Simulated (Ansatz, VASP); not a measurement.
GaP2: VASP beside Ansatz

```
CELL_PARAMETERS angstrom
4.96170 0.00000 0.00000
0.00000 6.12395 0.00000
0.00000 0.00000 3.64080
ATOMIC_POSITIONS crystal
Ga 0.50000 0.00000 0.50000
Ga 0.00000 0.50000 0.00000
P 0.16576 0.10686 0.00000
P 0.83424 0.89314 0.00000
P 0.66576 0.39314 0.50000
P 0.33424 0.60686 0.50000
```

Alike in both runs: functional PBE; k mesh 6 × 6 × 8; occupations gaussian, width 0.1 eV; no spin polarisation.

Ansatz relaxed the structure, and its values are those at the end. VASP's run is a single point on that final structure, the one shown.

|  | VASP | Ansatz |
| --- | --- | --- |
| version | VASP 6.6.1 | Ansatz 0.2.0 |
| potentials or method | VASP PAW PBE potentials, release 64 (Ga_d, P), cutoff 520 eV | scalar-relativistic, plane waves, PAW |
| valence electrons in the cell | 46 | 46 |

|  | VASP | Ansatz | Ansatz less VASP |
| --- | --- | --- | --- |
| gap on the k mesh at the Fermi level (eV) | none | none | - |
| pressure (GPa) | -0.1 | 0.0 | +0.07 |
| rms of the force components (eV/Å) | 0.025 | 0.000 | -0.0247 |

A gap of «none» marks a metal or a gap that the smearing closes. The functional is the same, so the differences come from potentials, cutoffs and numerics.
